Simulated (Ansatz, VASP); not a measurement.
One calculation of Cu2Ni3, two programs

```
CELL_PARAMETERS angstrom
1.25355 0.72374 10.30042
-1.25355 0.72374 10.30042
0.00000 -1.44747 10.30042
ATOMIC_POSITIONS crystal
Cu 0.09976 0.09976 0.09976
Cu 0.90024 0.90024 0.90024
Ni 0.69892 0.69892 0.69892
Ni 0.30108 0.30108 0.30108
Ni 0.50000 0.50000 0.50000
```

Alike in both runs: functional PBE; k mesh 6 × 6 × 6; occupations gaussian, width 0.1 eV; collinear spin.

Ansatz relaxed the structure, and its values are those at the end. VASP's run is a single point on that final structure, the one shown.

|  | VASP | Ansatz |
| --- | --- | --- |
| version | VASP 6.6.1 | Ansatz 0.2.0 |
| potentials or method | VASP PAW PBE potentials, release 64 (Cu, Ni), cutoff 520 eV | scalar-relativistic, plane waves, PAW |
| valence electrons in the cell | 52 | 92 |

Ansatz gave:

| Property | Result |
| --- | --- |
| gap on the k mesh at the Fermi level (eV) | none |
| pressure (GPa) | 0.1 |
| rms of the force components (eV/Å) | 0.005 |
| net moment per atom (μB) | 0.21 |
| size of the moment on the site where the two differ most (μB) | 0.54 |

Problem. What did VASP give for the same quantities?

Solution. gap on the k mesh at the Fermi level (eV): none; pressure (GPa): 0.3; rms of the force components (eV/Å): 0.003; net moment per atom (μB): 0.21; size of the moment on the site where the two differ most (μB): 0.51.

Site moments also hang on the region over which each program counts them. A gap of «none» marks a metal or a gap that the smearing closes. The functional is the same, so the differences come from potentials, cutoffs and numerics. VASP's potentials hold 52 valence electrons a cell and Ansatz's 92, so a difference there can come from the potentials and not from the codes.

The k mesh is coarse, so the values compare programs but aren't converged.
